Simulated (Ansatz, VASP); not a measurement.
## Two plane-wave programs on Sn

Contents of POSCAR:

```
Sn
1.0
    2.9246161793      0.0000000000      0.0000000000
    0.0000000000      2.9246161793      0.0000000000
    0.0000000000      0.0000000000      2.9246161793
Sn
1
Direct
    0.0000000000      0.0000000000      0.0000000000
```

INCAR.step1

```
SYSTEM = Sn
ALGO = Normal ; EDIFF = 1E-4
ENCUT = 520 ; GGA = PE
ISMEAR = -1 ; LASPH = .True.
LCHARG = .False. ; LREAL = .False.
LWAVE = .True. ; NBANDS = 13
NELM = 80 ; PREC = Accurate
SIGMA = 0.1
```

The input INCAR.step2:

```
SYSTEM = Sn
ALGO = Normal ; EDIFF = 1E-6
ENCUT = 520 ; ISIF = 2
ISMEAR = -1 ; ISTART = 1
LASPH = .True. ; LCHARG = .False.
LMIXTAU = .True. ; LREAL = .False.
LWAVE = .False. ; METAGGA = R2SCAN
NBANDS = 13 ; NELM = 80
PREC = Accurate ; SIGMA = 0.1
```

KPOINTS

```
k-points
0
Gamma
  12 12 12
  0 0 0
```

Input for Ansatz:

```yaml
crystal:
  lattice:
    - [2.9246161793, 0.0, 0.0]
    - [0.0, 2.9246161793, 0.0]
    - [0.0, 0.0, 2.9246161793]
  atoms:
    - { symbol: Sn, position: [0.0, 0.0, 0.0] }
hamiltonian:
  xc: r2scan
  pseudopotentials:
    kind: paw
    azcp:
      Sn: "pseudopotentials/Sn.paw.azcp"
basis:
  ecutwfc: 500
  fft_grid_basis: typed
kpoints:
  mp_grid: { grid: [12, 12, 12], shift: [0, 0, 0] }
magnetization:
  spin_polarized: false
scf:
  occupations: { method: fermi_dirac, width: 0.1 }
  lower_state_search: "off"
output:
  stress: true
  write_density: true
  write_potential: true
  elf: true
  volumetric_format: npy
```

Alike in both runs: task single point; functional r2SCAN; k mesh 12 × 12 × 12; occupations fermi-dirac, width 0.1 eV; no spin polarisation.

|  | VASP | Ansatz |
| --- | --- | --- |
| version | VASP 6.6.1 | Ansatz 0.2.0 |
| potentials or method | VASP PAW PBE potentials, release 64 (Sn_d), cutoff 520 eV | plane waves (500 eV) with PAW, scalar-relativistic |
| valence electrons in the cell | 14 | 14 |

```csv
,VASP,Ansatz,Ansatz less VASP
pressure (GPa),9.7,9.7,-0.01
```

VASP's potentials were made for PBE, not for r2SCAN.
